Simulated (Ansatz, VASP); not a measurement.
# Sr2O: VASP beside Ansatz

```
CELL_PARAMETERS angstrom
5.65969 0.00000 0.00000
0.00000 5.65969 0.00000
0.00000 0.00000 5.65969
ATOMIC_POSITIONS crystal
Sr 0.25000 0.25000 0.25000
Sr 0.25000 0.75000 0.75000
Sr 0.75000 0.75000 0.25000
Sr 0.75000 0.25000 0.75000
O 0.00000 0.00000 0.00000
O 0.50000 0.50000 0.50000
```

Alike in both runs: functional PBEsol; k mesh 6 × 6 × 6; occupations gaussian, width 0.1 eV; no spin polarisation.

Ansatz relaxed the structure, and its values are those at the end. VASP's run is a single point on that final structure, the one shown.

|  | VASP | Ansatz |
| --- | --- | --- |
| version | VASP 6.6.1 | Ansatz 0.2.0 |
| potentials or method | VASP PAW PBE potentials, release 64 (Sr_sv, O), cutoff 520 eV | scalar-relativistic, plane waves, PAW |
| valence electrons in the cell | 52 | 52 |

VASP gave:

```
gap on the k mesh at the Fermi level (eV) : none
pressure (GPa)                            : 0.3
```

Task: Estimate Ansatz's values.

Result: gap on the k mesh at the Fermi level (eV): none; pressure (GPa): 0.0.

VASP's potentials were made for PBE, not for PBEsol. A gap of «none» marks a metal or a gap that the smearing closes.
